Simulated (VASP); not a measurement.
CdSe: single point with LDA

Crystal: CdSe.

```
Cd Se
1.0
     4.24760    0.00000    0.00000
    -2.12380    3.67853    0.00000
     0.00000    0.00000    6.94141
Cd Se
2 2
Direct
  0.33333 0.66667 0.94423
  0.66667 0.33333 0.44423
  0.33333 0.66667 0.43177
  0.66667 0.33333 0.93177
```

This cell differs from its parent crystal: atoms displaced along a vibrational mode.

```yaml
Program: VASP 6.6.1
Task: single point
Functional: LDA
Potentials_or_basis: VASP PAW LDA potentials, release 64 (Cd, Se)
Cutoff: 520 eV
k_mesh: 9 × 9 × 6
Occupations: gaussian, width 0.01 eV
Spin: no spin polarisation
```

The pressure is 4.7 GPa. The largest force is 0.224 eV/Å. The band gap on the k mesh is 0.84 eV.

Forces on the atoms (eV/Å):
```
Cd   0.000  0.000  0.224
Cd   0.000  0.000  0.224
Se   0.000  0.000 -0.224
Se   0.000  0.000 -0.224
```

Stress tensor (GPa, compression positive):
```
 8.54  0.00  0.00
 0.00  8.54  0.00
 0.00  0.00 -3.00
```

Levels at points of the mesh, in eV from the valence-band top:
| k point | band 15 | band 16 | band 17 | band 18 | band 19 | band 20 | band 21 | band 22 |
| --- | --- | --- | --- | --- | --- | --- | --- | --- |
| (0.00, 0.00, 0.00) | -0.47 | -0.16 | 0.00 | 0.00 | 0.84 | 1.32 | 5.83 | 5.83 |
| (0.00, 0.00, 0.50) | -0.24 | -0.24 | -0.24 | -0.24 | 1.84 | 1.84 | 5.96 | 5.96 |

It took 53 s on 1 thread of Intel(R) Xeon(R) 6975P-C (Granite Rapids) (shared host), peak memory 0.26 GiB.

Caveat: the cell differs from its parent crystal (atoms displaced along a vibrational mode); the cell stands under pressure; an odd mesh through Γ misses points on the zone boundary, where band edges can lie.
